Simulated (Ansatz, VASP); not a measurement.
**Mg2C in VASP and in Ansatz**

```xyz
3
Lattice="-2.1175 2.1175 3.0691 2.1175 -2.1175 3.0691 2.1175 2.1175 -3.0691" Properties=species:S:1:pos:R:3 pbc="T T T"
Mg    0.0000    2.1175    0.0000
Mg    2.1175    0.0000    0.0000
C     0.0000    0.0000    3.0691
```

Alike in both runs: functional PBE; k mesh 6 × 6 × 6; occupations gaussian, width 0.1 eV; no spin polarisation.

Ansatz relaxed the structure, and its values are those at the end. VASP's run is a single point on that final structure, the one shown.

|  | VASP | Ansatz |
| --- | --- | --- |
| version | VASP 6.6.1 | Ansatz 0.2.0 |
| potentials or method | VASP PAW PBE potentials, release 64 (Mg, C), cutoff 520 eV | scalar-relativistic, plane waves, PAW |
| valence electrons in the cell | 8 | 24 |

|  | VASP | Ansatz | Ansatz less VASP |
| --- | --- | --- | --- |
| gap on the k mesh at the Fermi level (eV) | none | none | - |
| pressure (GPa) | 0.0 | 0.0 | +0.05 |

A gap of «none» marks a metal or a gap that the smearing closes. VASP's potentials hold 8 valence electrons a cell and Ansatz's 24, so a difference there can come from the potentials and not from the codes.
